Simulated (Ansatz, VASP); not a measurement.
InP3 in VASP and in Ansatz

INCAR

```
PREC = Accurate ; ENCUT = 520
EDIFF = 1E-6 ; ISMEAR = 0
SIGMA = 0.1 ; LREAL = False
LASPH = True ; NELM = 80
ALGO = Normal ; ISIF = 2
LWAVE = False ; LCHARG = False
GGA = PS ; NBANDS = 38
```

File KPOINTS:

```
Automatic mesh
0
Gamma
  1 1 1
```

Contents of POSCAR:

```
InP3
1.0
    3.7244993001      2.1503406735      3.2950000000
   -3.7244993001      2.1503406735      3.2950000000
    0.0000000000     -4.3006813470      3.2950000000
In P
2 6
Direct
    0.2755000000      0.2755000000      0.2755000000
    0.7245000000      0.7245000000      0.7245000000
    0.7963000000      0.2414000000      0.7963000000
    0.7963000000      0.7963000000      0.2414000000
    0.2414000000      0.7963000000      0.7963000000
    0.2037000000      0.7586000000      0.2037000000
    0.7586000000      0.2037000000      0.2037000000
    0.2037000000      0.2037000000      0.7586000000
```

Input for Ansatz:

```yaml
crystal:
  lattice:
    - [3.7244993001, 2.1503406735, 3.295]
    - [-3.7244993001, 2.1503406735, 3.295]
    - [0.0, -4.300681347, 3.295]
  atoms:
    - { symbol: In, position: [0.2755, 0.2755, 0.2755] }
    - { symbol: In, position: [0.7245, 0.7245, 0.7245] }
    - { symbol: P, position: [0.7963, 0.2414, 0.7963] }
    - { symbol: P, position: [0.7963, 0.7963, 0.2414] }
    - { symbol: P, position: [0.2414, 0.7963, 0.7963] }
    - { symbol: P, position: [0.2037, 0.7586, 0.2037] }
    - { symbol: P, position: [0.7586, 0.2037, 0.2037] }
    - { symbol: P, position: [0.2037, 0.2037, 0.7586] }
basis:
  ecutwfc: 420
kpoints:
  mp_grid: { grid: [1, 1, 1] }
hamiltonian:
  xc: pbesol
scf:
  occupations: { method: gaussian, width: 0.1 }
output:
  forces: true
  stress: true
  eigenvalues: true
```

Alike in both runs: task single point; functional PBEsol; k mesh 1 × 1 × 1; occupations gaussian, width 0.1 eV; no spin polarisation.

```csv
,VASP,Ansatz
version,VASP 6.6.1,Ansatz 0.2.0
potentials or method,"VASP PAW PBE potentials, release 64 (In_d, P), cutoff 520 eV","scalar-relativistic, plane waves, PAW"
valence electrons in the cell,56,56
```

```tsv
	VASP	Ansatz	Ansatz less VASP
gap on the k mesh at the Fermi level (eV)	0.44	0.46	+0.015
least direct gap on the mesh (eV)	0.44	0.46	+0.015
pressure (GPa)	-3.1	-3.1	-0.03
traceless stress, the component that is largest in VASP (GPa)	-18.08	-18.05	+0.026
rms of the force components (eV/Å)	1.025	1.029	+0.0041
```

VASP's potentials were made for PBE, not for PBEsol. Atom by atom the forces differ by 0.007 eV/Å (rms over components).

The k mesh is coarse, so the values compare programs but aren't converged.
